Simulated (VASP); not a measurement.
Input of a VASP 6.6.1 run:

File INCAR:

```
ALGO     = Normal         # electronic algorithm
DIPOL    = 0.5 0.5 0.500
EDIFF    = 1E-6           # SCF threshold, eV
ENCUT    = 520            # plane-wave cutoff, eV
GGA      = PE             # functional
IDIPOL   = 3            
ISIF     = 2              # what is computed and relaxed
ISMEAR   = 1              # smearing method
LASPH    = True           # aspherical terms in the spheres
LCHARG   = False          # write CHGCAR
LDIPOL   = True         
LREAL    = False          # projectors in reciprocal space
LWAVE    = False          # write WAVECAR
NBANDS   = 48             # bands
NELM     = 80             # most SCF steps
PREC     = Accurate       # precision mode
SIGMA    = 0.1            # smearing width, eV
```

Contents of KPOINTS:

```
k-points
0
Gamma
  11 11 1
```

POSCAR

```
Tl
1.0
    3.5809177412     -0.0000000003      0.0000000000
    1.7904588709      3.1011657326      0.0000000000
    0.0000000000      0.0000000000     30.1447715360
Tl
6
Direct
    0.6666666667      0.6666666667      0.2686970849
    0.0000000000      0.0000000000      0.3616404481
    0.6666666667      0.6666666667      0.4537462749
    0.0000000000      0.0000000000      0.5462537076
    0.6666666667      0.6666666667      0.6383595647
    0.0000000000      0.0000000000      0.7313029198
```

Potentials or basis: VASP PAW PBE potentials, release 64 (Tl_d).

Run with:

```sh
$ cat potpaw_PBE.64/Tl_d/POTCAR > POTCAR
$ mpirun -np 1 vasp_std > vasp.out
```

Problem. Predict the band gap on the k mesh.

Solution. Zero (bands 39 and 40 overlap by 2.51 eV).

Problem. What does it give for the largest force?

Solution. 0.016 eV/Å.

Forces in eV/Å, atoms in the order of the input:
```
Tl   0.000  0.000 -0.016
Tl   0.000  0.000  0.004
Tl   0.000  0.000  0.006
Tl   0.000  0.000 -0.006
Tl   0.000  0.000 -0.004
Tl   0.000  0.000  0.016
```

Caveat: spin-orbit coupling is left out, which moves the levels of the heavy elements.
